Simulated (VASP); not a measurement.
Set up this calculation in VASP 6.6.1, as the native input.

* Task: single point
* Functional: r2SCAN
* Dispersion: rVV10
* Potentials or basis: VASP PAW PBE potentials, release 64 (F)
* Cutoff: 520 eV
* k mesh: 8 × 8 × 4
* Occupations: fermi-dirac, width 0.02 eV
* Spin: no spin polarisation
* Dipole correction: no
* Further INCAR settings: ALGO = Normal; EDIFF = 1e-06; NBANDS = 22

F:

```
CELL_PARAMETERS angstrom
2.47041 -1.61564 0.11651
2.47041 1.61564 0.11651
-0.26474 0.00000 6.52922
ATOMIC_POSITIONS crystal
F 0.59418 0.90464 0.59644
F 0.09536 0.40582 0.90356
F 0.40582 0.09536 0.40356
F 0.90464 0.59418 0.09644
```

One way to write it, as run:

POSCAR

```
F
1.0
    2.4704060226     -1.6156446729      0.1165140155
    2.4704060226      1.6156446729      0.1165140155
   -0.2647424438      0.0000000000      6.5292187134
F
4
Direct
    0.5941752474      0.9046440903      0.5964352601
    0.0953559097      0.4058247526      0.9035647399
    0.4058247526      0.0953559097      0.4035647399
    0.9046440903      0.5941752474      0.0964352601
```

INCAR.step1

```
  ALGO = Normal
  EDIFF = 1E-4
  ENCUT = 520
  GGA = PE
  ISMEAR = -1
  LASPH = T
  LCHARG = F
  LREAL = F
  LWAVE = T
  NBANDS = 22
  NELM = 80
  PREC = Accurate
  SIGMA = 0.02
```

INCAR.step2

```
  ALGO = Normal
  BPARAM = 11.95
  CPARAM = 0.0093
  EDIFF = 1E-6
  ENCUT = 520
  ISIF = 2
  ISMEAR = -1
  ISTART = 1
  IVDW_NL = 2
  LASPH = T
  LCHARG = F
  LMIXTAU = T
  LREAL = F
  LUSE_VDW = T
  LWAVE = F
  METAGGA = R2SCAN
  NBANDS = 22
  NELM = 80
  PREC = Accurate
  SIGMA = 0.02
```

KPOINTS

```
k-points
0
Gamma
  8 8 4
```

Potentials or basis: VASP PAW PBE potentials, release 64 (F).

Run with:

```console
$ cat potpaw_PBE.64/F/POTCAR > POTCAR
$ cp INCAR.step1 INCAR
$ mpirun -np 1 vasp_std > vasp.out
$ cp INCAR.step2 INCAR
$ mpirun -np 1 vasp_std > vasp.out
```

Results of the run:

* Pressure: 0.8 GPa
* Largest force: 0.582 eV/Å
* Band gap on the k mesh: 3.70 eV

Caveat: the PAW data sets were made with another functional, which shifts forces and pressure a little.

Run time: 5.4 min on 1 thread of Intel(R) Xeon(R) Platinum 8259CL CPU @ 2.50GHz (Skylake/Cascade Lake), with other jobs on the host, peak memory 0.32 GiB.
